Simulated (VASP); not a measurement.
# KCl (R-3m) in VASP: a series of runs, part 2 of 2

VASP 6.6.1. Earlier steps stand in the parts before.

### Step 3. Single point, r2SCAN (strain along [111] -3.1%)

File POSCAR:

```
KCl
1.0
   -0.0652031885      3.0796451336      3.0796451336
    3.0796451336     -0.0652031885      3.0796451336
    3.0796451336      3.0796451336     -0.0652031885
K Cl
1 1
Direct
    0.0000000000      0.0000000000      0.0000000000
    0.5000000000      0.5000000000      0.5000000000
```

File INCAR.step1:

```
SYSTEM = KCl
ALGO = Normal ; EDIFF = 1E-4
ENCUT = 520 ; GGA = PE
ISMEAR = 0 ; LASPH = .TRUE.
LCHARG = .FALSE. ; LREAL = .FALSE.
LWAVE = .TRUE. ; NBANDS = 15
NELM = 80 ; PREC = Accurate
SIGMA = 0.01
```

File INCAR.step2:

```
SYSTEM = KCl
ALGO = Normal ; EDIFF = 1E-6
ENCUT = 520 ; ISIF = 2
ISMEAR = 0 ; ISTART = 1
LASPH = .TRUE. ; LCHARG = .FALSE.
LMIXTAU = .TRUE. ; LREAL = .FALSE.
LWAVE = .FALSE. ; METAGGA = R2SCAN
NBANDS = 15 ; NELM = 80
PREC = Accurate ; SIGMA = 0.01
```

File KPOINTS:

```
k-points
0
G
  8 8 8
  0 0 0
```

Potentials or basis: VASP PAW PBE potentials, release 64 (K_sv, Cl).

Started as:

```sh
$ cat potpaw_PBE.64/K_sv/POTCAR potpaw_PBE.64/Cl/POTCAR > POTCAR
$ cp INCAR.step1 INCAR
$ mpirun -np 1 vasp_std > vasp.out
$ cp INCAR.step2 INCAR
$ mpirun -np 1 vasp_std > vasp.out
```

OUTCAR:

```text
SYSTEM = KCl
   EDIFF = 1E-6
   ENCUT = 520
   ISIF = 2
   ISMEAR = 0
   ISTART = 1
   LASPH = .TRUE.
   LREAL = .FALSE.
   METAGGA = R2SCAN
   NELM = 80
   PREC = Accurate

 ion  position               nearest neighbor table
   1  0.000  0.000  0.000-   2 3.11   2 3.11   2 3.11   2 3.11   2 3.11   2 3.11
   2  0.500  0.500  0.500-   1 3.11   1 3.11   1 3.11   1 3.11   1 3.11   1 3.11

  LATTYP: Found a trigonal (rhomboedric) cell.
 ALAT       =     4.3557639690
 COS(alpha) =     0.4787203970

  Lattice vectors:

 A1 = (  -0.0652031885,   3.0796451336,   3.0796451336)
 A2 = (   3.0796451336,  -0.0652031885,   3.0796451336)
 A3 = (   3.0796451336,   3.0796451336,  -0.0652031885)

Analysis of symmetry for initial positions (statically):
=====================================================================
 Subroutine PRICEL returns:
 Original cell was already a primitive cell.

 Routine SETGRP: Setting up the symmetry group for a
 trigonal (rhombohedral) supercell.

 Subroutine GETGRP returns: Found 12 space group operations
 (whereof 12 operations were pure point group operations)
 out of a pool of 12 trial point group operations.

The static configuration has the point symmetry D_3d.

Analysis of symmetry for dynamics (positions and initial velocities):
=====================================================================
 Subroutine PRICEL returns:
 Original cell was already a primitive cell.

 Routine SETGRP: Setting up the symmetry group for a
 trigonal (rhombohedral) supercell.

 Subroutine GETGRP returns: Found 12 space group operations
 (whereof 12 operations were pure point group operations)
 out of a pool of 12 trial point group operations.

The dynamic configuration has the point symmetry D_3d.

 Subroutine INISYM returns: Found 12 space group operations
 (whereof 12 operations are pure point group operations),
 and found     1 'primitive' translations

----------------------------------------------------------------------------------------

                                     Primitive cell

  volume of cell :      60.2710

  direct lattice vectors                    reciprocal lattice vectors
    -0.065203188  3.079645134  3.079645134    -0.157289077  0.160691282  0.160691282
     3.079645134 -0.065203188  3.079645134     0.160691282 -0.157289077  0.160691282
     3.079645134  3.079645134 -0.065203188     0.160691282  0.160691282 -0.157289077

  length of vectors
     4.355763969  4.355763969  4.355763969     0.276375162  0.276375162  0.276375162

  position of ions in fractional coordinates (direct lattice)
     0.000000000  0.000000000  0.000000000
     0.500000000  0.500000000  0.500000000

  ion indices of the primitive-cell ions
   primitive index   ion index
                 1           1
                 2           2

----------------------------------------------------------------------------------------

 KPOINTS: k-points

Automatic generation of k-mesh.
 Grid dimensions read from file:
[... 26 lines left out ...]
  0.500000  0.000000  0.000000      3.000000
  0.125000  0.125000  0.000000      6.000000
[... 16 lines left out ...]
  0.250000  0.125000  0.125000      6.000000
  0.375000  0.125000  0.125000      6.000000
 [... further k-points ...]
   k-points           NKPTS =     65   k-points in BZ     NKDIM =     65   number of bands    NBANDS=     15
   number of dos      NEDOS =    301   number of ions     NIONS =      2
   total plane-waves  NPLWV =  32768
   dimension x,y,z NGX =    32 NGY =   32 NGZ =   32
   dimension x,y,z NGXF=    64 NGYF=   64 NGZF=   64
   ions per type =               1   1
   NGX,Y,Z   is equivalent  to a cutoff of  12.21, 12.21, 12.21 a.u.
   NGXF,Y,Z  is equivalent  to a cutoff of  24.43, 24.43, 24.43 a.u.
 SYSTEM =  KCl
   PREC   = accura    normal or accurate (medium, high low for compatibility)
   ISTART =      1    job   : 0-new  1-cont  2-samecut
   ICHARG =      0    charge: 1-file 2-atom 10-const
   ISPIN  =      1    spin polarized calculation?
   LNONCOLLINEAR =      F non collinear calculations
   LSORBIT =      F    spin-orbit coupling
   LASPH  =      T    aspherical Exc in radial PAW
   ENCUT  =  520.0 eV  38.22 Ry    6.18 a.u.   8.10  8.10  8.10*2*pi/ulx,y,z
   NELM   =     80;   NELMIN=  2; NELMDL=  0     # of ELM steps
   EDIFF  = 0.1E-05   stopping-criterion for ELM
   LREAL  =      F    real-space projection
   EDIFFG = 0.1E-04   stopping-criterion for IOM
   NSW    =      0    number of steps for IOM
   IBRION =     -1    ionic relax: 0-MD 1-quasi-New 2-CG
   NFREE  =      0    steps in history (QN), initial steepest desc. (CG)
   ISIF   =      2    stress and relaxation
   ISYM   =      2    0-nonsym 1-usesym 2-fastsym
   POTIM  = 0.5000    time-step for ionic-motion
   TEBEG  =    0.0;   TEEND  =   0.0 temperature during run
   PSTRESS=    0.0 pullay stress
   NELECT =      16.0000    total number of electrons
   NUPDOWN=      -1.0000    fix difference up-down
   EMIN   =  10.00;   EMAX   =-10.00  energy-range for DOS
   EFERMI =   0.00;   METHOD = LEGACY
   ISMEAR =     0;   SIGMA  =   0.01  broadening in eV -4-tet -1-fermi 0-gaus
   EFERMI_NEDOS =   21; number of points for ismear=-14 and -15
   IALGO  =     38    algorithm
   IMIX   =      4    mixing-type and parameters
     AMIX     =   0.40;   BMIX     =  1.00
     AMIX_MAG =   1.60;   BMIX_MAG =  1.00
  volume/ion in A,a.u.               =      30.14       203.36
  Fermi-wavevector in a.u.,A,eV,Ry     =   1.052153  1.988280 15.061996  1.107025
  Thomas-Fermi vector in A             =   2.187224
   LORBIT       =      0    0 simple, 1 ext, 2 COOP (PROOUT), +10 PAW based schemes
   METAGGA = R2SCAN    functional components
   LHFCALC =     F    Hartree Fock is set to
   AEXX    =    0.0000 exact exchange contribution
   IVDW    =     0    specifies the selected vdW correction
   LEPSILON=     F    determine dielectric tensor
   LRPA    =     F    only Hartree local field effects (RPA)
 non-spin polarized calculation
 Gauss-broadening in eV      SIGMA  =   0.01
  energy-cutoff  :      520.00
  volume of cell :       60.27
 maximum number of plane-waves:      1640
   NGX = 17   NGY = 17   NGZ = 17

 number of electron      16.0000000 magnetization

 Free energy of the ion-electron system (eV)
  ---------------------------------------------------
  ext. energy  EPLUGINS =         0.00000000
  ---------------------------------------------------
  free energy    TOTEN  =       -16.50033291 eV

  energy without entropy =      -16.50033291  energy(sigma->0) =      -16.50033291

 E-fermi :  -2.0379     XC(G=0):  -8.1032

 val. band max:       -2.0868231322   @ k =   0.0000   0.0000   0.0000
 cond. band min:       3.8180013334   @ k =   0.0000   0.0000   0.0000
 fundamental gap:      5.9048244656
 Fermi energy:        -2.0379121803

 k-point     1 :       0.0000    0.0000    0.0000
  band No.  band energies     occupation
      1     -30.3217      2.00000
      2     -14.8367      2.00000
      3     -13.0149      2.00000
      4     -13.0129      2.00000
      5     -13.0129      2.00000
      6      -2.1462      2.00000
      7      -2.1462      2.00000
      8      -2.0868      2.00000
      9       3.8180      0.00000
     10       6.8213      0.00000
     11       6.8213      0.00000
     12       7.1150      0.00000
     13       7.9842      0.00000
     14       7.9842      0.00000
[... 401 lines left out ...]
      2     -14.9419      2.00000
      3     -13.0454      2.00000
      4     -13.0123      2.00000
      5     -12.8612      2.00000
      6      -2.9051      2.00000
      7      -2.4151      2.00000
      8      -2.3191      2.00000
      9       5.6285      0.00000
     10       6.4957      0.00000
     11       7.8127      0.00000
     12       8.6575      0.00000
     13       8.8975      0.00000
     14       9.5526      0.00000
     15      11.8014      0.00000

 [... further k-points ...]

------------------------ aborting loop because EDIFF is reached ----------------------------------------

  FORCE on cell =-STRESS in cart. coord.  units (eV):
  Direction    XX          YY          ZZ          XY          YZ          ZX
  --------------------------------------------------------------------------------------
  -------------------------------------------------------------------------------------
  Total        0.2474763      0.2474763      0.2474763      0.0454621      0.0454621      0.0454621
  in kB        6.5786394      6.5786394      6.5786394      1.2085142      1.2085142      1.2085142
  external PRESSURE =       6.5786394 kB  Pullay stress =       0.0000000 kB

 VOLUME and BASIS-vectors are now :
 -----------------------------------------------------------------------------
  energy-cutoff  :      520.00
  volume of cell :       60.27
      direct lattice vectors                 reciprocal lattice vectors
    -0.065203188  3.079645134  3.079645134    -0.157289077  0.160691282  0.160691282
     3.079645134 -0.065203188  3.079645134     0.160691282 -0.157289077  0.160691282
     3.079645134  3.079645134 -0.065203188     0.160691282  0.160691282 -0.157289077

 POSITION                                       TOTAL-FORCE (eV/Angst)
 -----------------------------------------------------------------------------------
      0.00000      0.00000      0.00000         0.000000     -0.000000      0.000000
      3.04704      3.04704      3.04704        -0.000000      0.000000     -0.000000
 -----------------------------------------------------------------------------------
    total drift:                                0.000000     -0.000000     -0.000000

  FREE ENERGIE OF THE ION-ELECTRON SYSTEM (eV)
  ---------------------------------------------------
  free  energy   TOTEN  =       -16.5003329105 eV

  energy  without entropy=      -16.5003329105  energy(sigma->0) =      -16.50033291
```

Run time: 2 min. Hardware: 1 thread of AMD EPYC 9R45 (Zen 5), shared host; peak memory 0.19 GiB.

What came out:

| Quantity | Value |
| --- | --- |
| Free energy | -16.5003 eV |
| Pressure | 0.7 GPa |
| Band gap on the k mesh | 5.90 eV, direct |

Stress tensor (GPa, compression positive):
```
0.66 0.12 0.12
0.12 0.66 0.12
0.12 0.12 0.66
```

Levels at points of the mesh, in eV from the valence-band top:
| k point | band 4 | band 5 | band 6 | band 7 | band 8 | band 9 | band 10 | band 11 | band 12 | band 13 |
| --- | --- | --- | --- | --- | --- | --- | --- | --- | --- | --- |
| (0.00, 0.00, 0.00) | -10.93 | -10.93 | -0.06 | -0.06 | 0.00 | 5.90 | 8.91 | 8.91 | 9.20 | 10.07 |
| (0.50, 0.00, 0.00) | -10.93 | -10.68 | -1.15 | -0.40 | -0.34 | 8.19 | 9.29 | 11.24 | 11.49 | 12.16 |
| (0.50, 0.50, 0.00) | -10.99 | -10.99 | -0.73 | -0.30 | -0.24 | 6.96 | 9.32 | 10.86 | 11.12 | 11.64 |
| (0.50, 0.50, 0.50) | -10.94 | -10.71 | -1.14 | -0.44 | -0.44 | 8.18 | 9.43 | 11.46 | 11.46 | 12.15 |

Caveat: the cell differs from its parent crystal (strain along [111] -3.1%); the PAW data sets were made with another functional, which shifts forces and pressure a little. A k mesh can miss the band edges.
